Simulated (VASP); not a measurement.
## Ta3N: single point with r2SCAN

The system is Ta3N.

```
Ta N
1.0
     2.99124    0.00000    0.00000
    -1.49562    2.59049    0.00000
     0.00000    0.00000    7.42245
Ta N
3 1
Direct
  0.66667 0.33333 0.82607
  0.33333 0.66667 0.17393
  0.00000 0.00000 0.50000
  0.00000 0.00000 0.00000
```

```json
{
 "Program": "VASP 6.6.1",
 "Task": "single point",
 "Functional": "r2SCAN",
 "Potentials or basis": "VASP PAW PBE potentials, release 64 (Ta_sv_GW, N)",
 "Cutoff": "770 eV",
 "k mesh": "10 × 10 × 4",
 "Occupations": "fermi-dirac, width 0.05 eV",
 "Spin": "no spin polarisation",
 "Dipole correction": "no",
 "Further INCAR settings": "ALGO = Normal; EDIFF = 1e-06; NBANDS = 30"
}
```

The pressure is 6.7 GPa, the largest force is 0.242 eV/Å and the band gap on the k mesh is zero (bands 22 and 23 overlap by 0.67 eV).

Forces on the atoms (eV/Å):
```
Ta   0.000  0.000 -0.242
Ta   0.000  0.000  0.242
Ta   0.000  0.000  0.000
N    0.000  0.000  0.000
```

Stress tensor (GPa, compression positive):
```
5.84 0.00 0.00
0.00 5.84 0.00
0.00 0.00 8.46
```

Levels at points of the mesh, in eV from the Fermi level:
```tsv
k point	band 19	band 20	band 21	band 22	band 23	band 24	band 25	band 26
(0.00, 0.00, 0.00)	-1.62	-0.46	-0.46	-0.33	0.32	0.32	0.96	2.03
(0.50, 0.00, 0.00)	-3.45	-1.40	-0.58	0.14	0.79	0.88	3.81	4.48
(0.00, 0.00, 0.50)	-1.46	-1.23	-0.23	-0.23	0.59	0.59	1.28	1.43
(0.50, 0.00, 0.50)	-3.26	-1.55	-1.41	0.12	1.01	1.40	2.65	4.82
```

It took 15 min on 1 thread of Intel(R) Xeon(R) Platinum 8259CL CPU @ 2.50GHz (Skylake/Cascade Lake), with other jobs on the host, peak memory 0.33 GiB.

Caveat: the cell stands under pressure; the PAW data sets were made with another functional, which shifts forces and pressure a little; spin-orbit coupling is left out, which moves the levels of the heavy elements.
